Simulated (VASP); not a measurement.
# Ru2Rh (P6_3/mmc) in VASP: density of states with LDA

Aim: the density of states of Ru2Rh with LDA.

Program: VASP 6.6.1. These are calculated values, not measurements. Logs are shortened: lines on timing, memory, paths and dates and some standing lists are left out, and cuts for length are marked.

**1. The cell of the first run**

It takes space group P6_3/mmc (No. 194, hexagonal). Conventional cell: a = 2.724 Å, b = 2.724 Å, c = 12.944 Å, α = 90.00°, β = 90.00°, γ = 120.00°. Within 3.4 Å of Ru (site symmetry 3m) lie 9 Ru at 2.61 to 2.72 Å and 3 Rh at 2.70 Å. Rh (site symmetry -6m2) has 6 Ru at 2.70 Å and 6 Rh at 2.72 Å within 3.6 Å.

**2. Density of states, LDA**

POSCAR

```
Ru2Rh
1.0
    2.7241359042      0.0000000289      0.0000000000
   -1.3620679771      2.3591708819      0.0000000000
    0.0000000000      0.0000000000     12.9442816000
Ru Rh
4 2
Direct
    0.3333333333      0.6666666667      0.5806400000
    0.6666666667      0.3333333333      0.0806400000
    0.3333333333      0.6666666667      0.9193600000
    0.6666666667      0.3333333333      0.4193600000
    0.3333333333      0.6666666667      0.2500000000
    0.6666666667      0.3333333333      0.7500000000
```

INCAR.step1

```
ALGO = Fast
EDIFF = 1E-6
ENCUT = 520
GGA = CA
ISIF = 2
ISMEAR = 0
LASPH = T
LCHARG = T
LMAXMIX = 4
LREAL = F
LWAVE = F
NBANDS = 52
NELM = 80
PREC = Accurate
SIGMA = 0.1
```

KPOINTS.step1

```
k-points
0
Gamma
  18 18 4
```

INCAR.step2

```
ALGO = Fast
EDIFF = 1E-6
ENCUT = 520
GGA = CA
ICHARG = 11
ISIF = 2
ISMEAR = -5
LASPH = T
LCHARG = F
LMAXMIX = 4
LORBIT = 11
LREAL = F
LWAVE = F
NBANDS = 52
NEDOS = 1001
NELM = 80
PREC = Accurate
SIGMA = 0.1
```

KPOINTS.step2

```
k-points
0
Gamma
  27 27 6
```

Potentials or basis: VASP PAW LDA potentials, release 64 (Ru_pv, Rh_pv).

Command:

```
cat potpaw_LDA.64/Ru_pv/POTCAR potpaw_LDA.64/Rh_pv/POTCAR > POTCAR
cp INCAR.step1 INCAR
cp KPOINTS.step1 KPOINTS
mpirun -np 1 vasp_std > vasp.out
cp INCAR.step2 INCAR
cp KPOINTS.step2 KPOINTS
mpirun -np 1 vasp_std > vasp.out
```

OUTCAR:

```text
EDIFF = 1E-6
   ENCUT = 520
   GGA = CA
   ICHARG = 11
   ISIF = 2
   ISMEAR = -5
   LASPH = T
   LORBIT = 11
   LREAL = F
   NELM = 80
   PREC = Accurate

 ion  position               nearest neighbor table
   1  0.333  0.667  0.581-   4 2.61   4 2.61   4 2.61   6 2.70   6 2.70   6 2.70
   2  0.667  0.333  0.081-   3 2.61   3 2.61   3 2.61   5 2.70   5 2.70   5 2.70
   3  0.333  0.667  0.919-   2 2.61   2 2.61   2 2.61   6 2.70   6 2.70   6 2.70
   4  0.667  0.333  0.419-   1 2.61   1 2.61   1 2.61   5 2.70   5 2.70   5 2.70
   5  0.333  0.667  0.250-   2 2.70   4 2.70   2 2.70   4 2.70   2 2.70   4 2.70
   6  0.667  0.333  0.750-   1 2.70   3 2.70   1 2.70   3 2.70   1 2.70   3 2.70

  LATTYP: Found a hexagonal cell.
 ALAT       =     2.7241359042
 C/A-ratio  =     4.7517018443

  Lattice vectors:

 A1 = (   2.7241359042,   0.0000000289,   0.0000000000)
 A2 = (  -1.3620679771,   2.3591708819,   0.0000000000)
 A3 = (   0.0000000000,   0.0000000000,  12.9442816000)

Analysis of symmetry for initial positions (statically):
=====================================================================
 Subroutine PRICEL returns:
 Original cell was already a primitive cell.

 Routine SETGRP: Setting up the symmetry group for a
 hexagonal supercell.

 Subroutine GETGRP returns: Found 24 space group operations
 (whereof 12 operations were pure point group operations)
 out of a pool of 24 trial point group operations.

The static configuration has the point symmetry D_3d.
 The point group associated with its full space group is D_6h.

Analysis of symmetry for dynamics (positions and initial velocities):
=====================================================================
 Subroutine PRICEL returns:
 Original cell was already a primitive cell.

 Routine SETGRP: Setting up the symmetry group for a
 hexagonal supercell.

 Subroutine GETGRP returns: Found 24 space group operations
 (whereof 12 operations were pure point group operations)
 out of a pool of 24 trial point group operations.

The dynamic configuration has the point symmetry D_3d.
 The point group associated with its full space group is D_6h.

 Subroutine INISYM returns: Found 24 space group operations
 (whereof 12 operations are pure point group operations),
 and found     1 'primitive' translations

----------------------------------------------------------------------------------------

                                     Primitive cell

  volume of cell :      83.1890

  direct lattice vectors                    reciprocal lattice vectors
     2.724135904  0.000000029  0.000000000     0.367088878  0.211938868  0.000000000
    -1.362067977  2.359170882  0.000000000    -0.000000004  0.423877728  0.000000000
     0.000000000  0.000000000 12.944281600     0.000000000  0.000000000  0.077254191

  length of vectors
     2.724135904  2.724135904 12.944281600     0.423877728  0.423877728  0.077254191

  position of ions in fractional coordinates (direct lattice)
     0.333333333  0.666666667  0.580640000
     0.666666667  0.333333333  0.080640000
     0.333333333  0.666666667  0.919360000
     0.666666667  0.333333333  0.419360000
     0.333333333  0.666666667  0.250000000
     0.666666667  0.333333333  0.750000000

  ion indices of the primitive-cell ions
   primitive index   ion index
                 1           1
                 2           2
                 3           3
                 4           4
                 5           5
                 6           6

----------------------------------------------------------------------------------------

 KPOINTS: k-points

Automatic generation of k-mesh.
 Grid dimensions read from file:
 generate k-points for:   27   27    6

 Generating k-lattice:

  Cartesian coordinates                     Fractional coordinates (reciprocal lattice)
     0.013595884  0.007849588  0.000000000     0.037037037  0.000000000  0.000000000
    -0.000000000  0.015699175  0.000000000     0.000000000  0.037037037  0.000000000
     0.000000000  0.000000000  0.012875698     0.000000000  0.000000000  0.166666667

  Length of vectors
     0.015699175  0.015699175  0.012875698

  Shift w.r.t. Gamma in fractional coordinates (k-lattice)
     0.000000000  0.000000000  0.000000000

 TETIRR: Found   4434 inequivalent tetrahedra from    26244

 Subroutine IBZKPT returns following result:
 ===========================================

 Found    300 irreducible k-points:

 Following reciprocal coordinates:
            Coordinates               Weight
  0.000000  0.000000  0.000000      1.000000
  0.037037  0.000000  0.000000      6.000000
  0.074074  0.000000  0.000000      6.000000
  0.111111  0.000000  0.000000      6.000000
  0.148148  0.000000  0.000000      6.000000
  0.185185  0.000000  0.000000      6.000000
[... 16 lines left out ...]
  0.333333  0.037037  0.000000     12.000000
  0.370370  0.037037  0.000000     12.000000
 [... further k-points ...]
   k-points           NKPTS =    300   k-points in BZ     NKDIM =    300   number of bands    NBANDS=     52
   number of dos      NEDOS =   1001   number of ions     NIONS =      6
   total plane-waves  NPLWV =  38400
   dimension x,y,z NGX =    20 NGY =   20 NGZ =   96
   dimension x,y,z NGXF=    40 NGYF=   40 NGZF=  192
   ions per type =               4   2
   NGX,Y,Z   is equivalent  to a cutoff of  12.21, 12.21, 12.33 a.u.
   NGXF,Y,Z  is equivalent  to a cutoff of  24.41, 24.41, 24.66 a.u.
 SYSTEM =  unknown system
   PREC   = accura    normal or accurate (medium, high low for compatibility)
   ISTART =      0    job   : 0-new  1-cont  2-samecut
   ICHARG =     11    charge: 1-file 2-atom 10-const
   ISPIN  =      1    spin polarized calculation?
   LNONCOLLINEAR =      F non collinear calculations
   LSORBIT =      F    spin-orbit coupling
   LASPH  =      T    aspherical Exc in radial PAW
   ENCUT  =  520.0 eV  38.22 Ry    6.18 a.u.   5.07  5.07 24.07*2*pi/ulx,y,z
   NELM   =     80;   NELMIN=  2; NELMDL=  0     # of ELM steps
   EDIFF  = 0.1E-05   stopping-criterion for ELM
   LREAL  =      F    real-space projection
   EDIFFG = 0.1E-04   stopping-criterion for IOM
   NSW    =      0    number of steps for IOM
   IBRION =     -1    ionic relax: 0-MD 1-quasi-New 2-CG
   NFREE  =      0    steps in history (QN), initial steepest desc. (CG)
   ISIF   =      2    stress and relaxation
   ISYM   =      2    0-nonsym 1-usesym 2-fastsym
   POTIM  = 0.5000    time-step for ionic-motion
   TEBEG  =    0.0;   TEEND  =   0.0 temperature during run
   PSTRESS=    0.0 pullay stress
   NELECT =      86.0000    total number of electrons
   NUPDOWN=      -1.0000    fix difference up-down
   EMIN   =  10.00;   EMAX   =-10.00  energy-range for DOS
   EFERMI =   0.00;   METHOD = LEGACY
   ISMEAR =    -5;   SIGMA  =   0.10  broadening in eV -4-tet -1-fermi 0-gaus
   EFERMI_NEDOS =   21; number of points for ismear=-14 and -15
   IALGO  =     68    algorithm
   IMIX   =      4    mixing-type and parameters
     AMIX     =   0.40;   BMIX     =  1.00
     AMIX_MAG =   1.60;   BMIX_MAG =  1.00
  volume/ion in A,a.u.               =      13.86        93.56
  Fermi-wavevector in a.u.,A,eV,Ry     =   1.655334  3.128127 37.281736  2.740130
  Thomas-Fermi vector in A             =   2.743448
   LORBIT       =     11    0 simple, 1 ext, 2 COOP (PROOUT), +10 PAW based schemes
   GGA     = CA    functional components
   LHFCALC =     F    Hartree Fock is set to
   AEXX    =    0.0000 exact exchange contribution
   IVDW    =     0    specifies the selected vdW correction
   LEPSILON=     F    determine dielectric tensor
   LRPA    =     F    only Hartree local field effects (RPA)
 non-spin polarized calculation
 RMM-DIIS sequential band-by-band and
 Fermi weights with tetrahedron method with Bloechl corrections
  energy-cutoff  :      520.00
  volume of cell :       83.19
 maximum number of plane-waves:      2271

 number of electron      86.0000004 magnetization

 Free energy of the ion-electron system (eV)
  ---------------------------------------------------
  ext. energy  EPLUGINS =         0.00000000
  ---------------------------------------------------
  free energy    TOTEN  =       -59.95365082 eV

  energy without entropy =      -59.95365082  energy(sigma->0) =      -59.95365082

 E-fermi :  12.1760     XC(G=0): -14.2661

 val. band max:       12.2217555569   @ k =   0.0000   0.0000   0.5000
 cond. band min:      12.1298837470   @ k =   0.1852   0.0741   0.0000
 fundamental gap:     -0.0918718100
 Fermi energy:        12.1759947135

 k-point     1 :       0.0000    0.0000    0.0000
  band No.  band energies     occupation
      1     -34.5385      2.00000
      2     -34.5356      2.00000
      3     -34.1299      2.00000
      4     -34.1299      2.00000
      5     -34.1299      2.00000
      6     -34.1299      2.00000
[... 44 lines left out ...]
     51      13.0634      0.00000
     52      13.0847      0.00000

 k-point     2 :       0.0370    0.0000    0.0000
  band No.  band energies     occupation
      1     -34.5374      2.00000
      2     -34.5346      2.00000
      3     -34.1369      2.00000
      4     -34.1368      2.00000
      5     -34.1315      2.00000
      6     -34.1315      2.00000
[... 44 lines left out ...]
     51      13.0684      0.00000
     52      13.0948      0.00000

 k-point     3 :       0.0741    0.0000    0.0000
  band No.  band energies     occupation
      1     -34.5340      2.00000
      2     -34.5314      2.00000
      3     -34.1574      2.00000
      4     -34.1574      2.00000
      5     -34.1364      2.00000
      6     -34.1364      2.00000
[... 44 lines left out ...]
     51      13.1004      0.00000
     52      13.1112      0.00000
[... 1046 lines left out ...]
 k-point    23 :       0.3333    0.0370    0.0000
  band No.  band energies     occupation
      1     -34.5338      2.00000
      2     -34.5332      2.00000
      3     -34.4721      2.00000
      4     -34.4716      2.00000
      5     -34.2308      2.00000
      6     -34.2308      2.00000
[... 44 lines left out ...]
     51      13.5707      0.00000
     52      16.2481      0.00000

 k-point    24 :       0.3704    0.0370    0.0000
  band No.  band energies     occupation
      1     -34.5748      2.00000
      2     -34.5743      2.00000
      3     -34.4655      2.00000
      4     -34.4648      2.00000
      5     -34.2413      2.00000
      6     -34.2412      2.00000
[... 44 lines left out ...]
     51      13.8194      0.00000
     52      16.4521      0.00000

 [... further k-points ...]
[... 5 lines left out ...]
  --------------------------------------------------------------------------------------
  -------------------------------------------------------------------------------------
  Total       -8.3158935     -8.3158935     -8.4185139     -0.0000000      0.0000000      0.0000000
  in kB     -160.1597470   -160.1597470   -162.1361635     -0.0000000      0.0000000      0.0000000
  external PRESSURE =    -160.8185525 kB  Pullay stress =       0.0000000 kB

 VOLUME and BASIS-vectors are now :
 -----------------------------------------------------------------------------
  energy-cutoff  :      520.00
  volume of cell :       83.19
      direct lattice vectors                 reciprocal lattice vectors
     2.724135904  0.000000029  0.000000000     0.367088878  0.211938868  0.000000000
    -1.362067977  2.359170882  0.000000000    -0.000000004  0.423877728  0.000000000
     0.000000000  0.000000000 12.944281600     0.000000000  0.000000000  0.077254191

 POSITION                                       TOTAL-FORCE (eV/Angst)
 -----------------------------------------------------------------------------------
     -0.00000      1.57278      7.51597        -0.000000     -0.000000     -0.091449
      1.36207      0.78639      1.04383         0.000000      0.000000     -0.091449
     -0.00000      1.57278     11.90045        -0.000000     -0.000000      0.091449
      1.36207      0.78639      5.42831         0.000000      0.000000      0.091449
     -0.00000      1.57278      3.23607         0.000000      0.000000      0.000000
      1.36207      0.78639      9.70821        -0.000000     -0.000000      0.000000
 -----------------------------------------------------------------------------------
    total drift:                                0.000000     -0.000000      0.000000

  FREE ENERGIE OF THE ION-ELECTRON SYSTEM (eV)
  ---------------------------------------------------
  free  energy   TOTEN  =       -59.9536508245 eV

  energy  without entropy=      -59.9536508245  energy(sigma->0) =      -59.95365082

 total charge

# of ion       s       p       d       tot
------------------------------------------
    1        0.397   6.299   5.930  12.626
    2        0.397   6.299   5.930  12.626
    3        0.397   6.299   5.930  12.626
    4        0.397   6.299   5.930  12.626
    5        0.417   6.311   7.058  13.786
    6        0.417   6.311   7.058  13.786
--------------------------------------------------
tot          2.423  37.817  37.836  78.076
```

Wall time 12 min (1 thread of Intel Xeon 6975P-C (Granite Rapids), shared host); peak memory 0.94 GiB.

Results:

| Quantity | Value |
| --- | --- |
| Valence electrons inside the program's atomic spheres | Ru 12.63; Rh 13.79 |

Caveat: tetrahedron occupations give inexact forces and stress in metals.
